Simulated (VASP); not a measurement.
# Zr3S2 in VASP: a series of runs

The runs below take Zr3S2 through single point, with PBE.

All numbers are computed with VASP 6.6.1; they aren't measurements. Logs are shortened: lines on timing, memory, paths and dates and some standing lists are left out, and cuts for length are marked.

### 1 The cell of the first run

Symmetry: I4/mmm, No. 139, tetragonal system. The conventional cell has a = 3.575 Å, b = 3.575 Å, c = 15.268 Å, α = 90.00°, β = 90.00°, γ = 90.00°. Zr (site symmetry 4mm) has 5 S at 2.63 to 3.00 Å and 8 Zr at 3.19 to 3.58 Å within 3.6 Å. Zr (site symmetry 4/mmm) has 2 S at 2.68 Å and 12 Zr at 3.19 to 3.58 Å within 3.6 Å. S (site symmetry 4mm) has 6 Zr at 2.63 to 3.00 Å and 8 S at 3.40 to 3.58 Å within 3.6 Å.

### 2 Single point, PBE

The input, INCAR:

```
SYSTEM = Zr3S2
PREC = Accurate
ENCUT = 520
EDIFF = 1E-7
ISMEAR = 0
SIGMA = 0.2
LREAL = .FALSE.
LASPH = .TRUE.
NELM = 80
ALGO = Normal
ISIF = 2
LWAVE = .FALSE.
LCHARG = .FALSE.
GGA = PE
NBANDS = 32
```

The input, KPOINTS:

```
regular mesh
0
G
  6 6 6
  0 0 0
```

The input, POSCAR:

```
Zr3S2
1.0
   -1.7875145863      1.7875145863      7.6341037386
    1.7875145863     -1.7875145863      7.6341037386
    1.7875145863      1.7875145863     -7.6341037386
Zr S
3 2
Direct
    0.6275244461      0.6275244461      0.0000000000
    0.3724755539      0.3724755539      0.0000000000
    0.0000000000      0.0000000000      0.0000000000
    0.1757547379      0.1757547379      0.0000000000
    0.8242452621      0.8242452621      0.0000000000
```

Potentials or basis: VASP PAW PBE potentials, release 64 (Zr_sv, S).

On the command line:

```
$ cat potpaw_PBE.64/Zr_sv/POTCAR potpaw_PBE.64/S/POTCAR > POTCAR
$ mpirun -np 1 vasp_std > vasp.out
```

OUTCAR:

```text
SYSTEM = Zr3S2
   PREC = Accurate
   ENCUT = 520
   EDIFF = 1E-7
   ISMEAR = 0
   LREAL = .FALSE.
   LASPH = .TRUE.
   NELM = 80
   ISIF = 2
   GGA = PE

 ion  position               nearest neighbor table
   1  0.628  0.628  0.000-   4 2.63   4 2.63   4 2.63   4 2.63   5 3.00   3 3.19   3 3.19   3 3.19
                             3 3.19   2 3.89
   2  0.372  0.372  0.000-   5 2.63   5 2.63   5 2.63   5 2.63   4 3.00   3 3.19   3 3.19   3 3.19
                             3 3.19   1 3.89
   3  0.000  0.000  0.000-   4 2.68   5 2.68   1 3.19   2 3.19   1 3.19   1 3.19   1 3.19   2 3.19
                             2 3.19   2 3.19
   4  0.176  0.176  0.000-   1 2.63   1 2.63   1 2.63   1 2.63   3 2.68   2 3.00
   5  0.824  0.824  0.000-   2 2.63   2 2.63   2 2.63   2 2.63   3 2.68   1 3.00

  LATTYP: Found a body centered tetragonal cell.
 ALAT       =     3.5750291726
 C/A-ratio  =     4.2707924160

  Lattice vectors:

 A1 = (  -1.7875145863,   1.7875145863,   7.6341037386)
 A2 = (   1.7875145863,  -1.7875145863,   7.6341037386)
 A3 = (   1.7875145863,   1.7875145863,  -7.6341037386)

Analysis of symmetry for initial positions (statically):
=====================================================================
 Subroutine PRICEL returns:
 Original cell was already a primitive cell.

 Routine SETGRP: Setting up the symmetry group for a
 body centered tetragonal supercell.

 Subroutine GETGRP returns: Found 16 space group operations
 (whereof 16 operations were pure point group operations)
 out of a pool of 16 trial point group operations.

The static configuration has the point symmetry D_4h.

Analysis of symmetry for dynamics (positions and initial velocities):
=====================================================================
 Subroutine PRICEL returns:
 Original cell was already a primitive cell.

 Routine SETGRP: Setting up the symmetry group for a
 body centered tetragonal supercell.

 Subroutine GETGRP returns: Found 16 space group operations
 (whereof 16 operations were pure point group operations)
 out of a pool of 16 trial point group operations.

The dynamic configuration has the point symmetry D_4h.

 Subroutine INISYM returns: Found 16 space group operations
 (whereof 16 operations are pure point group operations),
 and found     1 'primitive' translations

----------------------------------------------------------------------------------------

                                     Primitive cell

  volume of cell :      97.5702

  direct lattice vectors                    reciprocal lattice vectors
    -1.787514586  1.787514586  7.634103739     0.000000000  0.279717997  0.065495573
     1.787514586 -1.787514586  7.634103739     0.279717997  0.000000000  0.065495573
     1.787514586  1.787514586 -7.634103739     0.279717997  0.279717997  0.000000000

  length of vectors
     8.041763282  8.041763282  8.041763282     0.287283533  0.287283533  0.395580985

  position of ions in fractional coordinates (direct lattice)
     0.627524446  0.627524446  0.000000000
     0.372475554  0.372475554  0.000000000
     0.000000000  0.000000000  0.000000000
     0.175754738  0.175754738  0.000000000
     0.824245262  0.824245262  0.000000000

  ion indices of the primitive-cell ions
   primitive index   ion index
                 1           1
                 2           2
                 3           3
                 4           4
                 5           5

----------------------------------------------------------------------------------------

 KPOINTS: regular mesh

Automatic generation of k-mesh.
 Grid dimensions read from file:
 generate k-points for:    6    6    6

 Generating k-lattice:

  Cartesian coordinates                     Fractional coordinates (reciprocal lattice)
     0.000000000  0.046619666  0.010915929     0.166666667  0.000000000  0.000000000
     0.046619666  0.000000000  0.010915929     0.000000000  0.166666667  0.000000000
     0.046619666  0.046619666  0.000000000     0.000000000  0.000000000  0.166666667

  Length of vectors
     0.047880589  0.047880589  0.065930164

  Shift w.r.t. Gamma in fractional coordinates (k-lattice)
     0.000000000  0.000000000  0.000000000

 Subroutine IBZKPT returns following result:
 ===========================================

 Found     30 irreducible k-points:

 Following reciprocal coordinates:
            Coordinates               Weight
  0.000000  0.000000  0.000000      1.000000
  0.166667  0.000000  0.000000      8.000000
  0.333333  0.000000 -0.000000      8.000000
  0.500000  0.000000  0.000000      4.000000
  0.166667  0.166667  0.000000      8.000000
  0.333333  0.166667  0.000000     16.000000
[... 16 lines left out ...]
 -0.333333 -0.333333  0.166667      8.000000
 -0.166667 -0.333333  0.166667      8.000000
 [... further k-points ...]
   k-points           NKPTS =     30   k-points in BZ     NKDIM =     30   number of bands    NBANDS=     32
   number of dos      NEDOS =    301   number of ions     NIONS =      5
   total plane-waves  NPLWV = 216000
   dimension x,y,z NGX =    60 NGY =   60 NGZ =   60
   dimension x,y,z NGXF=   120 NGYF=  120 NGZF=  120
   ions per type =               3   2
   NGX,Y,Z   is equivalent  to a cutoff of  12.40, 12.40, 12.40 a.u.
   NGXF,Y,Z  is equivalent  to a cutoff of  24.81, 24.81, 24.81 a.u.
 SYSTEM =  Zr3S2
   PREC   = accura    normal or accurate (medium, high low for compatibility)
   ISTART =      0    job   : 0-new  1-cont  2-samecut
   ICHARG =      2    charge: 1-file 2-atom 10-const
   ISPIN  =      1    spin polarized calculation?
   LNONCOLLINEAR =      F non collinear calculations
   LSORBIT =      F    spin-orbit coupling
   LASPH  =      T    aspherical Exc in radial PAW
   ENCUT  =  520.0 eV  38.22 Ry    6.18 a.u.  14.95 14.95 14.95*2*pi/ulx,y,z
   NELM   =     80;   NELMIN=  2; NELMDL= -5     # of ELM steps
   EDIFF  = 0.1E-06   stopping-criterion for ELM
   LREAL  =      F    real-space projection
   EDIFFG = 0.1E-05   stopping-criterion for IOM
   NSW    =      0    number of steps for IOM
   IBRION =     -1    ionic relax: 0-MD 1-quasi-New 2-CG
   NFREE  =      0    steps in history (QN), initial steepest desc. (CG)
   ISIF   =      2    stress and relaxation
   ISYM   =      2    0-nonsym 1-usesym 2-fastsym
   POTIM  = 0.5000    time-step for ionic-motion
   TEBEG  =    0.0;   TEEND  =   0.0 temperature during run
   PSTRESS=    0.0 pullay stress
   NELECT =      48.0000    total number of electrons
   NUPDOWN=      -1.0000    fix difference up-down
   EMIN   =  10.00;   EMAX   =-10.00  energy-range for DOS
   EFERMI =   0.00;   METHOD = LEGACY
   ISMEAR =     0;   SIGMA  =   0.20  broadening in eV -4-tet -1-fermi 0-gaus
   EFERMI_NEDOS =   21; number of points for ismear=-14 and -15
   IALGO  =     38    algorithm
   IMIX   =      4    mixing-type and parameters
     AMIX     =   0.40;   BMIX     =  1.00
     AMIX_MAG =   1.60;   BMIX_MAG =  1.00
  volume/ion in A,a.u.               =      19.51       131.69
  Fermi-wavevector in a.u.,A,eV,Ry     =   1.292358  2.442202 22.724303  1.670189
  Thomas-Fermi vector in A             =   2.424071
   LORBIT       =      0    0 simple, 1 ext, 2 COOP (PROOUT), +10 PAW based schemes
   GGA     = PE    functional components
   LHFCALC =     F    Hartree Fock is set to
   AEXX    =    0.0000 exact exchange contribution
   IVDW    =     0    specifies the selected vdW correction
   LEPSILON=     F    determine dielectric tensor
   LRPA    =     F    only Hartree local field effects (RPA)
 non-spin polarized calculation
 Gauss-broadening in eV      SIGMA  =   0.20
  energy-cutoff  :      520.00
  volume of cell :       97.57
 maximum number of plane-waves:      2653
   NGX = 29   NGY = 29   NGZ = 29

 number of electron      47.9999999 magnetization

 Free energy of the ion-electron system (eV)
  ---------------------------------------------------
  ext. energy  EPLUGINS =         0.00000000
  ---------------------------------------------------
  free energy    TOTEN  =       -40.05590744 eV

  energy without entropy =      -40.00926333  energy(sigma->0) =      -40.03258538

 E-fermi :   9.4448     XC(G=0): -11.1599

 val. band max:        9.4334625918   @ k =  -0.1667   0.3333   0.1667
 cond. band min:       9.4461275087   @ k =   0.1667   0.0000   0.0000
 fundamental gap:      0.0126649168
 Fermi energy:         9.4448363451

 k-point     1 :       0.0000    0.0000    0.0000
  band No.  band energies     occupation
      1     -39.8636      2.00000
      2     -39.8538      2.00000
      3     -39.2036      2.00000
      4     -17.9202      2.00000
      5     -17.9202      2.00000
      6     -17.9097      2.00000
[... 24 lines left out ...]
     31      11.5229      0.00000
     32      11.6550      0.00000

 k-point     2 :       0.1667    0.0000    0.0000
  band No.  band energies     occupation
      1     -39.8583      2.00000
      2     -39.8505      2.00000
      3     -39.2026      2.00000
      4     -18.0156      2.00000
      5     -17.9878      2.00000
      6     -17.9054      2.00000
[... 24 lines left out ...]
     31      11.8129      0.00000
     32      11.9636      0.00000

 k-point     3 :       0.3333    0.0000   -0.0000
  band No.  band energies     occupation
      1     -39.8475      2.00000
      2     -39.8437      2.00000
      3     -39.2005      2.00000
      4     -18.1825      2.00000
      5     -18.0907      2.00000
      6     -17.9097      2.00000
[... 24 lines left out ...]
     31      12.0895      0.00000
     32      12.5362      0.00000

 k-point     4 :       0.5000    0.0000    0.0000
  band No.  band energies     occupation
      1     -39.8421      2.00000
      2     -39.8403      2.00000
      3     -39.1995      2.00000
      4     -18.2581      2.00000
      5     -18.1379      2.00000
      6     -17.9355      2.00000
[... 24 lines left out ...]
     31      12.2296      0.00000
     32      12.6928      0.00000

 k-point     5 :       0.1667    0.1667    0.0000
  band No.  band energies     occupation
      1     -39.8533      2.00000
      2     -39.8472      2.00000
      3     -39.2010      2.00000
      4     -18.0295      2.00000
      5     -17.9767      2.00000
      6     -17.9634      2.00000
[... 584 lines left out ...]
     31      12.2524      0.00000
     32      12.5915      0.00000

 k-point    22 :      -0.1667    0.5000    0.1667
  band No.  band energies     occupation
      1     -39.8472      2.00000
      2     -39.8439      2.00000
      3     -39.2005      2.00000
      4     -18.1804      2.00000
      5     -18.0884      2.00000
      6     -17.9061      2.00000
[... 24 lines left out ...]
     31      11.7793      0.00000
     32      12.2394      0.00000

 k-point    23 :      -0.3333   -0.3333    0.1667
  band No.  band energies     occupation
      1     -39.8529      2.00000
      2     -39.8476      2.00000
      3     -39.2010      2.00000
      4     -18.0267      2.00000
      5     -17.9790      2.00000
      6     -17.9592      2.00000
[... 24 lines left out ...]
     31      11.7827      0.00000
     32      11.8012      0.00000

 k-point    24 :      -0.1667   -0.3333    0.1667
  band No.  band energies     occupation
      1     -39.8579      2.00000
      2     -39.8508      2.00000
      3     -39.2026      2.00000
      4     -18.0129      2.00000
      5     -17.9855      2.00000
      6     -17.9070      2.00000
[... 24 lines left out ...]
     31      11.8085      0.00000
     32      11.8859      0.00000

 [... further k-points ...]

------------------------ aborting loop because EDIFF is reached ----------------------------------------

  FORCE on cell =-STRESS in cart. coord.  units (eV):
  Direction    XX          YY          ZZ          XY          YZ          ZX
  --------------------------------------------------------------------------------------
  -------------------------------------------------------------------------------------
  Total       -0.1771443     -0.1771443     -0.1736906      0.0000000      0.0000000      0.0000000
  in kB       -2.9088440     -2.9088440     -2.8521329      0.0000000      0.0000000      0.0000000
  external PRESSURE =      -2.8899403 kB  Pullay stress =       0.0000000 kB

 VOLUME and BASIS-vectors are now :
 -----------------------------------------------------------------------------
  energy-cutoff  :      520.00
  volume of cell :       97.57
      direct lattice vectors                 reciprocal lattice vectors
    -1.787514586  1.787514586  7.634103739     0.000000000  0.279717997  0.065495573
     1.787514586 -1.787514586  7.634103739     0.279717997  0.000000000  0.065495573
     1.787514586  1.787514586 -7.634103739     0.279717997  0.279717997  0.000000000

 POSITION                                       TOTAL-FORCE (eV/Angst)
 -----------------------------------------------------------------------------------
      0.00000      0.00000      9.58117         0.000000      0.000000     -0.000440
      0.00000      0.00000      5.68703         0.000000      0.000000      0.000440
      0.00000      0.00000      0.00000         0.000000      0.000000      0.000000
      0.00000      0.00000      2.68346        -0.000000     -0.000000     -0.003766
      0.00000      0.00000     12.58475         0.000000      0.000000      0.003766
 -----------------------------------------------------------------------------------
    total drift:                                0.000000      0.000000     -0.000000

  FREE ENERGIE OF THE ION-ELECTRON SYSTEM (eV)
  ---------------------------------------------------
  free  energy   TOTEN  =       -40.0559074373 eV

  energy  without entropy=      -40.0092633279  energy(sigma->0) =      -40.03258538
```

Run time: 3 min. Hardware: 1 thread of Intel Xeon 6975P-C (Granite Rapids), shared host; peak memory 0.48 GiB.

Results:

```yaml
Free_energy: -40.0559 eV
Pressure: -0.3 GPa
Largest_force: 0.004 eV/Å
Band_gap_on_the_k_mesh: zero (bands 24 and 25 overlap by 1.31 eV)
```

Forces in eV/Å, atoms in the order of the input:
```
Zr   0.000  0.000  0.000
Zr   0.000  0.000  0.000
Zr   0.000  0.000  0.000
S    0.000  0.000 -0.004
S    0.000  0.000  0.004
```

### 3 Single point, PBE

This run uses another cell than the first one: it holds 10 atoms, not 5.

The input, INCAR:

```
SYSTEM = Zr3S2
ALGO = Normal ; EDIFF = 1E-6
ENCUT = 520 ; GGA = PE
ISIF = 2 ; ISMEAR = 0
LASPH = .True. ; LCHARG = .False.
LREAL = .False. ; LWAVE = .False.
NBANDS = 59 ; NELM = 100
PREC = Accurate ; SIGMA = 0.2
```

The input, KPOINTS:

```
k-points
0
Gamma
  6 4 6
  0 0 0
```

The input, POSCAR:

```
Zr3S2
1.0
    0.0000504208     -3.5664761901     -0.0004261783
    7.1554780392     -0.0001107102      0.0002318276
   -1.7888725625      1.7845962540      7.6193557580
Zr S
6 4
Direct
    0.6285194223      0.3141365367      0.2565711478
    0.6284625983      0.8140828948      0.2564524692
    0.3715660959      0.1859399214      0.7435579241
    0.3714615379      0.6858447081      0.7434463851
    0.0000211263      0.0000099568      0.0000718662
   -0.0000288265      0.4999872449     -0.0000562544
    0.1767680140      0.0881093633      0.3529840363
    0.1766667098      0.5883106924      0.3527842945
    0.8232084774      0.4117798672      0.6469218516
    0.8233548447      0.9117988145      0.6472662795
```

Potentials or basis: VASP PAW PBE potentials, release 64 (Zr_sv, S).

On the command line:

```
$ cat potpaw_PBE.64/Zr_sv/POTCAR potpaw_PBE.64/S/POTCAR > POTCAR
$ mpirun -np 1 vasp_std > vasp.out
```

Run time: 8.2 min. Hardware: 1 thread of AMD EPYC 9R45 (Zen 5), shared host; peak memory 0.66 GiB.

The run converged. Its results:

- Free energy: -80.1070 eV
- Pressure: -0.1 GPa
- Largest force: 0.025 eV/Å
- Band gap on the k mesh: zero (bands 48 and 49 overlap by 1.09 eV)

Forces on the atoms (eV/Å):
```
Zr  -0.001  0.001 -0.021
Zr   0.002  0.001 -0.022
Zr  -0.003 -0.001  0.017
Zr   0.002 -0.002  0.025
Zr   0.001  0.000 -0.001
Zr  -0.001  0.000 -0.002
S    0.006  0.002  0.018
S   -0.007  0.002  0.024
S   -0.003 -0.001 -0.014
S    0.003 -0.002 -0.024
```

Levels at points of the mesh, in eV from the Fermi level:
```tsv
k point	band 44	band 45	band 46	band 47	band 48	band 49	band 50	band 51	band 52	band 53
(0.00, 0.00, 0.00)	-1.83	-0.47	-0.15	0.02	0.32	0.35	0.69	0.74	0.99	1.19
(0.50, 0.00, 0.00)	-1.40	-0.49	-0.46	-0.34	-0.15	-0.01	0.74	1.28	1.50	1.59
(0.00, 0.50, 0.00)	-1.15	-0.55	-0.55	0.12	0.12	0.19	0.20	0.68	0.69	0.84
(0.50, 0.50, 0.00)	-1.34	-1.04	-1.04	-0.84	-0.84	-0.49	-0.49	1.85	1.85	2.16
(0.00, 0.00, 0.50)	-1.74	-0.47	-0.15	0.02	0.54	0.57	0.73	0.74	0.79	1.05
(0.50, 0.00, 0.50)	-1.40	-0.49	-0.46	-0.34	-0.15	-0.01	0.74	1.28	1.50	1.58
(0.00, 0.50, 0.50)	-1.27	-0.36	-0.36	0.38	0.39	0.44	0.44	0.55	0.55	0.75
(0.50, 0.50, 0.50)	-1.34	-1.04	-1.04	-0.84	-0.84	-0.49	-0.49	1.85	1.85	2.16
```
